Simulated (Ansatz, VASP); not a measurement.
**K in VASP and in Ansatz**

File INCAR:

```
SYSTEM = K
PREC = Accurate ; ENCUT = 520
EDIFF = 1E-6 ; ISMEAR = 0
SIGMA = 0.1 ; LREAL = .FALSE.
LASPH = .TRUE. ; NELM = 100
ALGO = Normal ; ISIF = 2
LWAVE = .FALSE. ; LCHARG = .TRUE.
GGA = PS ; LELF = .TRUE.
LVHAR = .TRUE. ; NBANDS = 16
```

Contents of KPOINTS:

```
Automatic mesh
0
G
  10 10 6
  0 0 0
```

File POSCAR:

```
K
1.0
    2.4250899088     -3.9295416532      0.0000000000
    2.4250899088      3.9295416532      0.0000000000
    0.0000000000      0.0000000000      7.8660118882
K
2
Direct
    0.8329659874      0.1670340126      0.2500000000
    0.1670340126      0.8329659874      0.7500000000
```

Input for Ansatz:

```yaml
crystal:
  lattice:
    - [2.4250899088, -3.9295416532, 0.0]
    - [2.4250899088, 3.9295416532, 0.0]
    - [0.0, 0.0, 7.8660118882]
  atoms:
    - { symbol: K, position: [0.8329659874, 0.1670340126, 0.25] }
    - { symbol: K, position: [0.1670340126, 0.8329659874, 0.75] }
basis:
  ecutwfc: 420
kpoints:
  mp_grid: { grid: [10, 10, 6] }
hamiltonian:
  xc: pbesol
scf:
  occupations: { method: gaussian, width: 0.1 }
output:
  forces: true
  stress: true
  eigenvalues: true
```

Alike in both runs: task single point; functional PBEsol; k mesh 10 × 10 × 6; occupations gaussian, width 0.1 eV; no spin polarisation.

|  | VASP | Ansatz |
| --- | --- | --- |
| version | VASP 6.6.1 | Ansatz 0.2.0 |
| potentials or method | VASP PAW PBE potentials, release 64 (K_sv), cutoff 520 eV | scalar-relativistic, plane waves, PAW |
| valence electrons in the cell | 18 | 18 |

|  | VASP | Ansatz | Ansatz less VASP |
| --- | --- | --- | --- |
| gap on the k mesh at the Fermi level (eV) | none | none | - |
| pressure (GPa) | -0.2 | -0.2 | +0.01 |
| traceless stress, the component that is largest in VASP (GPa) | 0.16 | 0.16 | 0.000 |
| rms of the force components (eV/Å) | 0.008 | 0.008 | 0.0000 |

VASP's potentials were made for PBE, not for PBEsol. Atom by atom the forces differ by 0.000 eV/Å (rms over components). A gap of «none» marks a metal or a gap that the smearing closes.
